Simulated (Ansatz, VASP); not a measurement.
**Two plane-wave programs on GaN**

```
Ga N
1.0
     0.00000    2.26842    2.26842
     2.26842    0.00000    2.26842
     2.26842    2.26842    0.00000
Ga N
1 1
Direct
  0.00000 0.00000 0.00000
  0.25000 0.25000 0.25000
```

Alike in both runs: task single point; functional B3LYP; k mesh 5 × 5 × 5; occupations fermi-dirac, width 0.05 eV; no spin polarisation.

|  | VASP | Ansatz |
| --- | --- | --- |
| version | VASP 6.6.1 | Ansatz 0.2.0 |
| potentials or method | VASP PAW PBE potentials, release 64 (Ga_d, N) | Ansatz PAW |
| plane-wave cutoff (eV) | 520 | 420 |
| valence electrons in the cell | 18 | 18 |

```csv
,VASP,Ansatz,Ansatz less VASP
gap on the k mesh at the Fermi level (eV),3.28,3.25,-0.027
least direct gap on the mesh (eV),3.28,3.25,-0.027
pressure (GPa),1.4,0.2,-1.20
```

VASP's potentials were made for PBE, not for B3LYP.

The k mesh is coarse, so the values compare programs but aren't converged. Noted on Ansatz's run: odd divisions of the mesh miss points on the zone boundary, where band edges often lie, so the gap on the mesh can be too wide.
